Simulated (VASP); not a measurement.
A run of VASP 6.6.1:

The input INCAR:

```
SYSTEM = AlN
  ALGO = Normal
  EDIFF = 1E-6
  ENCUT = 520
  GGA = CA
  ISIF = 2
  ISMEAR = 0
  LASPH = .TRUE.
  LCHARG = .TRUE.
  LELF = .TRUE.
  LREAL = .FALSE.
  LVHAR = .TRUE.
  LWAVE = .FALSE.
  NBANDS = 16
  NELM = 100
  PREC = Accurate
  SIGMA = 0.02
```

KPOINTS

```
k-points
0
G
  9 9 6
  0 0 0
```

Contents of POSCAR:

```
AlN
1.0
    3.1137832728      0.0000000029      0.0000000000
   -1.5568916389      2.6966154147      0.0000000000
    0.0000000000      0.0000000000      4.9835883024
Al N
2 2
Direct
    0.3333333333      0.6666666667     -0.0034913258
    0.6666666667      0.3333333333      0.4965086742
    0.3333333333      0.6666666667      0.3784913258
    0.6666666667      0.3333333333      0.8784913258
```

Potentials or basis: VASP PAW LDA potentials, release 64 (Al, N).

Run with:

```console
$ cat potpaw_LDA.64/Al/POTCAR potpaw_LDA.64/N/POTCAR > POTCAR
$ mpirun -np 1 vasp_std > vasp.out
```

Hardware: 1 thread of Intel Xeon 8259CL (shared host).

Question: How long does it take, and how much memory?

Answer: Run time: 20 s on 1 thread of Intel Xeon 8259CL, with other jobs on the host, peak memory 0.15 GiB. Counts: scf iterations 12, k points 48.
